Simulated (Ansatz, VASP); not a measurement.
Hf: VASP beside Ansatz

```xyz
1
Lattice="0.0000 2.2644 2.2200 2.2644 0.0000 2.2200 2.2644 2.2644 0.0000" Properties=species:S:1:pos:R:3 pbc="T T T"
Hf    0.0000    0.0000    0.0000
```

Change from the starting cell: equal xx and yy strain of +2 %, crystal datasets.

Alike in both runs: task electric field gradients; functional PBE; k mesh 13 × 13 × 13; occupations fermi-dirac, width 0.03 eV; no spin polarisation.

|  | VASP | Ansatz |
| --- | --- | --- |
| version | VASP 6.6.1 | Ansatz 0.2.0 |
| potentials or method | VASP PAW PBE potentials, release 64 (Hf_pv), cutoff 520 eV | all-electron PAW with datasets made for the crystal, scalar-relativistic |

Ansatz gave:

* pressure (GPa): -1.0
* traceless stress, the component that is largest in VASP (GPa): 0.34
* size of Vzz on the site where it differs most (V/Å²): 18.7

Task: Estimate VASP's values.

Result: Pressure (GPa): -1.5; traceless stress, the component that is largest in VASP (GPa): 0.34; size of Vzz on the site where it differs most (V/Å²): 17.1.

Ansatz ran all-electron here, and VASP with PAW potentials.

Spin-orbit coupling is off throughout.
